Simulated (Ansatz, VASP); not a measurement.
## Two plane-wave programs on B2Ru3

```
CELL_PARAMETERS angstrom
3.02162 0.00000 0.00000
0.00000 3.02162 0.00000
0.00000 0.00000 6.55119
ATOMIC_POSITIONS crystal
B 0.00000 0.50000 0.82174
B 0.50000 0.00000 0.82174
Ru 0.00000 0.50000 0.36259
Ru 0.50000 0.00000 0.36259
Ru 0.00000 0.00000 0.53690
```

Alike in both runs: task single point; functional PBE; k mesh 6 × 6 × 4; occupations gaussian, width 0.1 eV; no spin polarisation.

|  | VASP | Ansatz |
| --- | --- | --- |
| version | VASP 6.6.1 | Ansatz 0.2.0 |
| potentials or method | VASP PAW PBE potentials, release 64 (B, Ru_pv), cutoff 520 eV | scalar-relativistic, plane waves, PAW |
| valence electrons in the cell | 48 | 54 |

```tsv
	VASP	Ansatz	Ansatz less VASP
gap on the k mesh at the Fermi level (eV)	none	none	-
rms of the force components (eV/Å)	16.049	15.528	-0.5211
```

Atom by atom the forces differ by 0.522 eV/Å (rms over components). A gap of «none» marks a metal or a gap that the smearing closes. VASP's potentials hold 48 valence electrons a cell and Ansatz's 54, so a difference there can come from the potentials and not from the codes.
